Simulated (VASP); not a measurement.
A run of VASP 6.6.1 is set up as follows.

The input INCAR:

```
SYSTEM = HfO2
PREC     = Accurate       ! precision mode
ENCUT    = 520            ! plane-wave cutoff, eV
EDIFF    = 1E-6           ! SCF threshold, eV
ISMEAR   = 0              ! smearing method
SIGMA    = 0.05           ! smearing width, eV
LREAL    = .False.        ! projectors in reciprocal space
LASPH    = .True.         ! aspherical terms in the spheres
NELM     = 60             ! most SCF steps
ALGO     = Normal         ! electronic algorithm
ISIF     = 2              ! what is computed and relaxed
LWAVE    = .False.        ! write WAVECAR
LCHARG   = .True.         ! write CHGCAR
GGA      = PE             ! functional
LELF     = .True.         ! ELF
LVHAR    = .True.       
NBANDS   = 56             ! bands
```

File KPOINTS:

```
regular mesh
0
Gamma
  6 6 3
  0 0 0
```

Contents of POSCAR:

```
HfO2
1.0
   -2.5488057606     -2.5488057606      0.0000000000
    2.5488057606     -2.5488057606      0.0000000000
   -0.2548805761     -0.2548805761     10.1952230425
Hf O
4 8
Direct
    0.4812500000      0.5000000000      0.1875000000
   -0.0437500000      0.0000000000      0.4375000000
    0.4312500000      0.5000000000      0.6875000000
   -0.0937500000      0.0000000000      0.9375000000
    0.4937500000      0.0000000000      0.0625000000
   -0.0312500000      0.5000000000      0.3125000000
    0.4437500000      0.0000000000      0.5625000000
   -0.0812500000      0.5000000000      0.8125000000
    0.4687500000      0.0000000000      0.3125000000
   -0.0562500000      0.5000000000      0.5625000000
    0.4187500000      0.0000000000      0.8125000000
   -0.0062500000      0.5000000000      0.0625000000
```

Potentials or basis: VASP PAW PBE potentials, release 64 (Hf_pv, O).

The run is started by

```bash
$ cat potpaw_PBE.64/Hf_pv/POTCAR potpaw_PBE.64/O/POTCAR > POTCAR
$ mpirun -np 1 vasp_std > vasp.out
```

Task: What does it give for the band gap on the k mesh?

Result: 3.76 eV (least direct gap 3.79 eV).

Task: What does it give for the pressure?

Result: -1.5 GPa.

Task: Predict the largest force.

Result: 2.488 eV/Å.

Stress tensor (GPa, compression positive):
```
-1.53  1.74  2.93
 1.74 -1.53  2.93
 2.93  2.93 -1.43
```

Caveat: the cell differs from its parent crystal (the part above a cut slid along it); spin-orbit coupling is left out, which moves the levels of the heavy elements; forces of over 1 eV/Å act on the atoms, so gaps and moduli don't describe the material at rest. A k mesh can miss the band edges.
